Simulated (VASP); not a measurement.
Set up this calculation in VASP 6.6.1, as the native input.

| Item | Value |
| --- | --- |
| Task | single point |
| Functional | PBE |
| Dispersion | D3(BJ) |
| Potentials or basis | VASP PAW PBE potentials, release 64 (Hf_pv, S) |
| Cutoff | 500 eV |
| k mesh | 12 × 12 × 8 |
| Occupations | gaussian, width 0.02 eV |
| Spin | no spin polarisation |
| Dipole correction | no |
| Further INCAR settings | ALGO = Normal; EDIFF = 1e-06; NBANDS = 18 |

The structure of HfS2 lies in POSCAR:

```
HfS2
1.0
    3.4689584120      0.0000000000      0.0000000000
   -1.7344792060      3.0042061094      0.0000000000
    0.0000000000      0.0000000000      5.3025984762
Hf S
1 2
Direct
    0.0000000000      0.0000000000      0.0000000000
    0.3333333333      0.6666666667      0.2791941769
    0.6666666667      0.3333333333      0.7208058231
```

One way to write it, as run:

INCAR

```
SYSTEM = HfS2
  PREC = Accurate
  ENCUT = 500
  EDIFF = 1E-6
  ISMEAR = 0
  SIGMA = 0.02
  LREAL = .FALSE.
  LASPH = .TRUE.
  NELM = 120
  ALGO = Normal
  ISIF = 2
  LWAVE = .FALSE.
  LCHARG = .FALSE.
  GGA = PE
  IVDW = 12
  NBANDS = 18
  GGA_COMPAT = .FALSE.
```

KPOINTS

```
regular mesh
0
G
  12 12 8
  0 0 0
```

Potentials or basis: VASP PAW PBE potentials, release 64 (Hf_pv, S).

Command:

```bash
$ cat potpaw_PBE.64/Hf_pv/POTCAR potpaw_PBE.64/S/POTCAR > POTCAR
$ mpirun -np 1 vasp_std > vasp.out
```

It gave:

```
Pressure                   : 9.4 GPa
Largest force              : 0.067 eV/Å
Band gap on the k mesh     : zero (bands 11 and 12 overlap by 0.01 eV)
Dispersion energy per atom : -0.407 eV
```

Caveat: the cell stands under pressure; spin-orbit coupling is left out, which moves the levels of the heavy elements.

Wall time 110 s on 1 thread of Intel(R) Xeon(R) Platinum 8375C CPU @ 2.90GHz (Ice Lake), on a shared host, peak memory 0.27 GiB.
